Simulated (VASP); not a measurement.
# CdSe (Pm-3n) in VASP: single point with LDA

Aim: the single point of CdSe with LDA.

Program: VASP 6.6.1. These are calculated values, not measurements. Logs are shortened: lines on timing, memory, paths and dates and some standing lists are left out, and cuts for length are marked.

### 1 The cell of the first run

The structure is cubic, space group Pm-3n (No. 223). The conventional cell has a = 7.617 Å, b = 7.617 Å, c = 7.617 Å, α = 90.00°, β = 90.00°, γ = 90.00°. Within 3.6 Å of Cd (site symmetry -4m2) lie 4 Se at 2.69 Å. Within 3.6 Å of Se (site symmetry -4m2) lie 4 Cd at 2.69 Å.

### 2 Single point, LDA

Input file POSCAR:

```
CdSe
1.0
    7.6165853000      0.0000000000      0.0000000000
    0.0000000000      7.6165853000      0.0000000000
    0.0000000000      0.0000000000      7.6165853000
Cd Se
6 6
Direct
    0.5000000000      0.0000000000      0.7500000000
    0.7500000000      0.5000000000      0.0000000000
    0.0000000000      0.7500000000      0.5000000000
    0.5000000000      0.0000000000      0.2500000000
    0.2500000000      0.5000000000      0.0000000000
    0.0000000000      0.2500000000      0.5000000000
    0.0000000000      0.5000000000      0.7500000000
    0.7500000000      0.0000000000      0.5000000000
    0.5000000000      0.7500000000      0.0000000000
    0.0000000000      0.5000000000      0.2500000000
    0.2500000000      0.0000000000      0.5000000000
    0.5000000000      0.2500000000      0.0000000000
```

Input file INCAR.step1:

```
  PREC = Accurate
  ENCUT = 520
  EDIFF = 1E-7
  ISMEAR = 0
  SIGMA = 0.02
  LREAL = F
  LASPH = T
  NELM = 100
  ALGO = Normal
  ISIF = 2
  LWAVE = F
  LCHARG = T
  NBANDS = 66
```

Input file KPOINTS.step1:

```
regular mesh
0
Gamma
  4 4 4
```

Input file INCAR.step2:

```
  PREC = Accurate
  ENCUT = 520
  EDIFF = 1E-7
  ISMEAR = -5
  SIGMA = 0.02
  LREAL = F
  LASPH = T
  NELM = 100
  ALGO = Normal
  ISIF = 2
  LWAVE = F
  LCHARG = F
  LORBIT = 11
  NEDOS = 1001
  ICHARG = 11
```

Input file KPOINTS.step2:

```
regular mesh
0
Gamma
  6 6 6
```

Potentials or basis: VASP PAW LDA potentials, release 64 (Cd, Se).

Launch:

```
> cat potpaw_LDA.64/Cd/POTCAR potpaw_LDA.64/Se/POTCAR > POTCAR
> cp INCAR.step1 INCAR
> cp KPOINTS.step1 KPOINTS
> mpirun -np 1 vasp_std > vasp.out
> cp INCAR.step2 INCAR
> cp KPOINTS.step2 KPOINTS
> mpirun -np 1 vasp_std > vasp.out
```

OUTCAR:

```text
PREC = Accurate
   ENCUT = 520
   EDIFF = 1E-7
   ISMEAR = -5
   LREAL = F
   LASPH = T
   NELM = 100
   ISIF = 2
   LORBIT = 11
   ICHARG = 11

 ion  position               nearest neighbor table
   1  0.500  0.000  0.750-   8 2.69   9 2.69  11 2.69  12 2.69
   2  0.750  0.500  0.000-   7 2.69   9 2.69  10 2.69  12 2.69
   3  0.000  0.750  0.500-   7 2.69   8 2.69  10 2.69  11 2.69
   4  0.500  0.000  0.250-   8 2.69   9 2.69  11 2.69  12 2.69
   5  0.250  0.500  0.000-   7 2.69   9 2.69  10 2.69  12 2.69
   6  0.000  0.250  0.500-   7 2.69   8 2.69  10 2.69  11 2.69
   7  0.000  0.500  0.750-   2 2.69   3 2.69   5 2.69   6 2.69
   8  0.750  0.000  0.500-   1 2.69   3 2.69   4 2.69   6 2.69
   9  0.500  0.750  0.000-   1 2.69   2 2.69   4 2.69   5 2.69
  10  0.000  0.500  0.250-   2 2.69   3 2.69   5 2.69   6 2.69
  11  0.250  0.000  0.500-   1 2.69   3 2.69   4 2.69   6 2.69
  12  0.500  0.250  0.000-   1 2.69   2 2.69   4 2.69   5 2.69

  LATTYP: Found a simple cubic cell.
 ALAT       =     7.6165853000

  Lattice vectors:

 A1 = (   7.6165853000,   0.0000000000,   0.0000000000)
 A2 = (   0.0000000000,   7.6165853000,   0.0000000000)
 A3 = (   0.0000000000,   0.0000000000,   7.6165853000)

Analysis of symmetry for initial positions (statically):
=====================================================================
 Subroutine PRICEL returns:
 Original cell was already a primitive cell.

 Routine SETGRP: Setting up the symmetry group for a
 simple cubic supercell.

 Subroutine GETGRP returns: Found 48 space group operations
 (whereof 24 operations were pure point group operations)
 out of a pool of 48 trial point group operations.

The static configuration has the point symmetry T_h .
 The point group associated with its full space group is O_h .

Analysis of symmetry for dynamics (positions and initial velocities):
=====================================================================
 Subroutine PRICEL returns:
 Original cell was already a primitive cell.

 Routine SETGRP: Setting up the symmetry group for a
 simple cubic supercell.

 Subroutine GETGRP returns: Found 48 space group operations
 (whereof 24 operations were pure point group operations)
 out of a pool of 48 trial point group operations.

The dynamic configuration has the point symmetry T_h .
 The point group associated with its full space group is O_h .

 Subroutine INISYM returns: Found 48 space group operations
 (whereof 24 operations are pure point group operations),
 and found     1 'primitive' translations

----------------------------------------------------------------------------------------

                                     Primitive cell

  volume of cell :     441.8562

  direct lattice vectors                    reciprocal lattice vectors
     7.616585300  0.000000000  0.000000000     0.131292431  0.000000000  0.000000000
     0.000000000  7.616585300  0.000000000     0.000000000  0.131292431  0.000000000
     0.000000000  0.000000000  7.616585300     0.000000000  0.000000000  0.131292431

  length of vectors
     7.616585300  7.616585300  7.616585300     0.131292431  0.131292431  0.131292431

  position of ions in fractional coordinates (direct lattice)
     0.500000000  0.000000000  0.750000000
     0.750000000  0.500000000  0.000000000
     0.000000000  0.750000000  0.500000000
     0.500000000  0.000000000  0.250000000
     0.250000000  0.500000000  0.000000000
     0.000000000  0.250000000  0.500000000
     0.000000000  0.500000000  0.750000000
     0.750000000  0.000000000  0.500000000
     0.500000000  0.750000000  0.000000000
     0.000000000  0.500000000  0.250000000
     0.250000000  0.000000000  0.500000000
     0.500000000  0.250000000  0.000000000

  ion indices of the primitive-cell ions
   primitive index   ion index
                 1           1
                 2           2
                 3           3
                 4           4
                 5           5
                 6           6
                 7           7
                 8           8
                 9           9
                10          10
                11          11
                12          12

----------------------------------------------------------------------------------------

 KPOINTS: regular mesh

Automatic generation of k-mesh.
 Grid dimensions read from file:
 generate k-points for:    6    6    6

 Generating k-lattice:

  Cartesian coordinates                     Fractional coordinates (reciprocal lattice)
     0.021882072  0.000000000  0.000000000     0.166666667  0.000000000  0.000000000
     0.000000000  0.021882072  0.000000000     0.000000000  0.166666667  0.000000000
     0.000000000  0.000000000  0.021882072     0.000000000  0.000000000  0.166666667

  Length of vectors
     0.021882072  0.021882072  0.021882072

  Shift w.r.t. Gamma in fractional coordinates (k-lattice)
     0.000000000  0.000000000  0.000000000

 TETIRR: Found    104 inequivalent tetrahedra from     1296

 Subroutine IBZKPT returns following result:
 ===========================================

 Found     20 irreducible k-points:

 Following reciprocal coordinates:
            Coordinates               Weight
  0.000000  0.000000  0.000000      1.000000
  0.166667  0.000000  0.000000      6.000000
  0.333333  0.000000  0.000000      6.000000
  0.500000  0.000000  0.000000      3.000000
  0.166667  0.166667  0.000000     12.000000
  0.333333  0.166667  0.000000     24.000000
[... 12 lines left out ...]
  0.500000  0.500000  0.333333      6.000000
  0.500000  0.500000  0.500000      1.000000
   k-points           NKPTS =     20   k-points in BZ     NKDIM =     20   number of bands    NBANDS=     64
   number of dos      NEDOS =   1001   number of ions     NIONS =     12
   total plane-waves  NPLWV = 216000
   dimension x,y,z NGX =    60 NGY =   60 NGZ =   60
   dimension x,y,z NGXF=   120 NGYF=  120 NGZF=  120
   ions per type =               6   6
   NGX,Y,Z   is equivalent  to a cutoff of  13.10, 13.10, 13.10 a.u.
   NGXF,Y,Z  is equivalent  to a cutoff of  26.19, 26.19, 26.19 a.u.
 SYSTEM =  unknown system
   PREC   = accura    normal or accurate (medium, high low for compatibility)
   ISTART =      0    job   : 0-new  1-cont  2-samecut
   ICHARG =     11    charge: 1-file 2-atom 10-const
   ISPIN  =      1    spin polarized calculation?
   LNONCOLLINEAR =      F non collinear calculations
   LSORBIT =      F    spin-orbit coupling
   LASPH  =      T    aspherical Exc in radial PAW
   ENCUT  =  520.0 eV  38.22 Ry    6.18 a.u.  14.16 14.16 14.16*2*pi/ulx,y,z
   NELM   =    100;   NELMIN=  2; NELMDL=  0     # of ELM steps
   EDIFF  = 0.1E-06   stopping-criterion for ELM
   LREAL  =      F    real-space projection
   EDIFFG = 0.1E-05   stopping-criterion for IOM
   NSW    =      0    number of steps for IOM
   IBRION =     -1    ionic relax: 0-MD 1-quasi-New 2-CG
   NFREE  =      0    steps in history (QN), initial steepest desc. (CG)
   ISIF   =      2    stress and relaxation
   ISYM   =      2    0-nonsym 1-usesym 2-fastsym
   POTIM  = 0.5000    time-step for ionic-motion
   TEBEG  =    0.0;   TEEND  =   0.0 temperature during run
   PSTRESS=    0.0 pullay stress
   NELECT =     108.0000    total number of electrons
   NUPDOWN=      -1.0000    fix difference up-down
   EMIN   =  10.00;   EMAX   =-10.00  energy-range for DOS
   EFERMI =   0.00;   METHOD = LEGACY
   ISMEAR =    -5;   SIGMA  =   0.02  broadening in eV -4-tet -1-fermi 0-gaus
   EFERMI_NEDOS =   21; number of points for ismear=-14 and -15
   IALGO  =     38    algorithm
   IMIX   =      4    mixing-type and parameters
     AMIX     =   0.40;   BMIX     =  1.00
     AMIX_MAG =   1.60;   BMIX_MAG =  1.00
  volume/ion in A,a.u.               =      36.82       248.48
  Fermi-wavevector in a.u.,A,eV,Ry     =   1.023582  1.934289 14.255084  1.047719
  Thomas-Fermi vector in A             =   2.157323
   LORBIT       =     11    0 simple, 1 ext, 2 COOP (PROOUT), +10 PAW based schemes
   GGA     = CA    functional components
   LHFCALC =     F    Hartree Fock is set to
   AEXX    =    0.0000 exact exchange contribution
   IVDW    =     0    specifies the selected vdW correction
   LEPSILON=     F    determine dielectric tensor
   LRPA    =     F    only Hartree local field effects (RPA)
 non-spin polarized calculation
 Fermi weights with tetrahedron method with Bloechl corrections
  energy-cutoff  :      520.00
  volume of cell :      441.86
 maximum number of plane-waves:     11948
 NGX is ok and might be reduce to    60

 number of electron     107.9999944 magnetization

 Free energy of the ion-electron system (eV)
  ---------------------------------------------------
  ext. energy  EPLUGINS =         0.00000000
  ---------------------------------------------------
  free energy    TOTEN  =       -38.86651488 eV

  energy without entropy =      -38.86651488  energy(sigma->0) =      -38.86651488

 E-fermi :  -0.7050     XC(G=0):  -7.7997

 val. band max:       -0.7218523623   @ k =   0.0000   0.0000   0.0000
 cond. band min:      -0.2857132700   @ k =   0.0000   0.0000   0.0000
 fundamental gap:      0.4361390923
 Fermi energy:        -0.7049869513

 k-point     1 :       0.0000    0.0000    0.0000
  band No.  band energies     occupation
      1     -13.0763      2.00000
      2     -12.7970      2.00000
      3     -12.7970      2.00000
      4     -12.5650      2.00000
      5     -12.5650      2.00000
      6     -12.5650      2.00000
[... 56 lines left out ...]
     63       3.9990      0.00000
     64       4.1915      0.00000

 k-point     2 :       0.1667    0.0000    0.0000
  band No.  band energies     occupation
      1     -13.0579      2.00000
      2     -12.8157      2.00000
      3     -12.7826      2.00000
      4     -12.5820      2.00000
      5     -12.5649      2.00000
      6     -12.5649      2.00000
[... 56 lines left out ...]
     63       4.0641      0.00000
     64       4.3146      0.00000

 k-point     3 :       0.3333    0.0000    0.0000
  band No.  band energies     occupation
      1     -13.0071      2.00000
      2     -12.8670      2.00000
      3     -12.7426      2.00000
      4     -12.6273      2.00000
      5     -12.5647      2.00000
      6     -12.5647      2.00000
[... 1128 lines left out ...]
     63       3.7318      0.00000
     64       3.9509      0.00000

 k-point    20 :       0.5000    0.5000    0.5000
  band No.  band energies     occupation
      1     -12.7332      2.00000
      2     -12.7332      2.00000
      3     -12.7332      2.00000
      4     -12.7332      2.00000
      5     -12.7332      2.00000
      6     -12.7332      2.00000
[... 56 lines left out ...]
     63       3.8722      0.00000
     64       3.8722      0.00000

------------------------ aborting loop because EDIFF is reached ----------------------------------------

  FORCE on cell =-STRESS in cart. coord.  units (eV):
  Direction    XX          YY          ZZ          XY          YZ          ZX
  --------------------------------------------------------------------------------------
  -------------------------------------------------------------------------------------
  Total       -8.2442599     -8.2442599     -8.2442599      0.0000000     -0.0000000      0.0000000
  in kB      -29.8938140    -29.8938140    -29.8938140      0.0000000     -0.0000000      0.0000000
  external PRESSURE =     -29.8938140 kB  Pullay stress =       0.0000000 kB

 VOLUME and BASIS-vectors are now :
 -----------------------------------------------------------------------------
  energy-cutoff  :      520.00
  volume of cell :      441.86
      direct lattice vectors                 reciprocal lattice vectors
     7.616585300  0.000000000  0.000000000     0.131292431  0.000000000  0.000000000
     0.000000000  7.616585300  0.000000000     0.000000000  0.131292431  0.000000000
     0.000000000  0.000000000  7.616585300     0.000000000  0.000000000  0.131292431

 POSITION                                       TOTAL-FORCE (eV/Angst)
 -----------------------------------------------------------------------------------
      3.80829      0.00000      5.71244         0.000000      0.000000     -0.000000
      5.71244      3.80829      0.00000        -0.000000     -0.000000     -0.000000
      0.00000      5.71244      3.80829        -0.000000     -0.000000     -0.000000
      3.80829      0.00000      1.90415        -0.000000      0.000000      0.000000
      1.90415      3.80829      0.00000         0.000000      0.000000      0.000000
      0.00000      1.90415      3.80829         0.000000     -0.000000     -0.000000
      0.00000      3.80829      5.71244         0.000000     -0.000000      0.000000
      5.71244      0.00000      3.80829        -0.000000     -0.000000      0.000000
      3.80829      5.71244      0.00000        -0.000000     -0.000000      0.000000
      0.00000      3.80829      1.90415         0.000000     -0.000000      0.000000
      1.90415      0.00000      3.80829         0.000000     -0.000000      0.000000
      3.80829      1.90415      0.00000        -0.000000      0.000000      0.000000
 -----------------------------------------------------------------------------------
    total drift:                                0.000000     -0.000000      0.000000

  FREE ENERGIE OF THE ION-ELECTRON SYSTEM (eV)
  ---------------------------------------------------
  free  energy   TOTEN  =       -38.8665148828 eV

  energy  without entropy=      -38.8665148828  energy(sigma->0) =      -38.86651488

 total charge

# of ion       s       p       d       tot
------------------------------------------
    1        0.455   0.276   9.543  10.274
    2        0.455   0.276   9.543  10.274
    3        0.455   0.276   9.543  10.274
    4        0.455   0.276   9.543  10.274
    5        0.455   0.276   9.543  10.274
    6        0.455   0.276   9.543  10.274
    7        1.456   2.343   0.018   3.817
    8        1.456   2.343   0.018   3.817
    9        1.456   2.343   0.018   3.817
   10        1.456   2.343   0.018   3.817
   11        1.456   2.343   0.018   3.817
   12        1.456   2.343   0.018   3.817
--------------------------------------------------
tot         11.472  15.712  57.366  84.550
```

Run time: 6.1 min. Hardware: 1 thread of Intel Xeon 6975P-C (Granite Rapids), shared host; peak memory 0.58 GiB.

What came out:

```yaml
Valence_electrons_inside_the_program's_atomic_spheres: Cd 10.27; Se 3.82
```
